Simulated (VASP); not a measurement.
Crystal: Ir.

```
Ir
1.0
     2.71419    0.00000    0.00000
    -1.35710    2.35056    0.00000
     0.00000    0.00000    4.40198
Ir
2
Direct
  0.33333 0.66667 0.25000
  0.66667 0.33333 0.75000
```

Base run:

* Program: VASP 6.6.1
* Functional: PBEsol
* Potentials or basis: VASP PAW PBE potentials, release 64 (Ir)
* Cutoff: 520 eV
* k mesh: 11 × 11 × 6
* Occupations: fermi-dirac, width 0.05 eV
* Spin: no spin polarisation

Its results: band gap on the k mesh zero (band 9 reaches 11.49 eV, above the bottom of band 10 at 8.18 eV); pressure 3.2 GPa.

After a change of settings the same cell gave: band gap on the k mesh zero (band 9 reaches 11.64 eV, above the bottom of band 10 at 8.35 eV); pressure 14.6 GPa. Which change was it?
A. potentials or basis from VASP PAW PBE potentials, release 64 (Ir) to VASP PAW PBE potentials, release 64 (Ir_sv_GW); cutoff from 520 eV to 500 eV; further incar settings from ALGO = Normal; EDIFF = 1e-06; NBANDS = 16 to ALGO = Normal; EDIFF = 1e-06; NBANDS = 24; valence electrons from 18 to 34
B. functional from PBEsol to LDA; potentials or basis from VASP PAW PBE potentials, release 64 (Ir) to VASP PAW LDA potentials, release 64 (Ir)
C. functional from PBEsol to r2SCAN
D. functional from PBEsol to PBE; further incar settings from ALGO = Normal; EDIFF = 1e-06; NBANDS = 16 to ALGO = Fast; EDIFF = 1e-06; NBANDS = 16

D.

Caveats: spin-orbit coupling is left out, which moves the levels of the heavy elements; the PAW data sets were made with another functional, which shifts forces and pressure a little (some runs).
